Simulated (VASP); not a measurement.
A run of VASP 6.6.1:

Contents of INCAR:

```
SYSTEM = MoS2
  PREC = Accurate
  ENCUT = 600
  EDIFF = 1E-6
  ISMEAR = 0
  SIGMA = 0.02
  LREAL = .False.
  LASPH = .True.
  NELM = 60
  ALGO = Normal
  ISIF = 4
  LWAVE = .False.
  LCHARG = .False.
  GGA = PE
  IVDW = 12
  IBRION = 2
  NSW = 50
  EDIFFG = -0.01
```

File KPOINTS:

```
Automatic mesh
0
Gamma
  12 12 4
  0 0 0
```

POSCAR

```
MoS2
1.0
    3.1012975329      0.0000000000      0.0000000000
   -1.5506487664      2.6858024482      0.0000000000
    0.0000000000      0.0000000000     11.7180161501
Mo S
2 4
Direct
    0.3333333333      0.6666666667      0.2500000000
    0.6666666667      0.3333333333      0.7500000000
    0.3333333333      0.6666666667      0.6176617472
    0.6666666667      0.3333333333      0.1176617472
    0.3333333333      0.6666666667      0.8823382528
    0.6666666667      0.3333333333      0.3823382528
```

Potentials or basis: VASP PAW PBE potentials, release 64 (Mo_sv, S).

Launch:

```sh
$ cat potpaw_PBE.64/Mo_sv/POTCAR potpaw_PBE.64/S/POTCAR > POTCAR
$ mpirun -np 1 vasp_std > vasp.out
```

Hardware: 1 thread of Intel(R) Xeon(R) 6975P-C (Granite Rapids), on a shared host.

**Question.** Estimate the wall time of this run.

**Answer.** Wall time 6.9 min on 1 thread of Intel(R) Xeon(R) 6975P-C (Granite Rapids), on a shared host, peak memory 0.38 GiB. Counts: scf iterations 43, k points 57, ion steps 5.
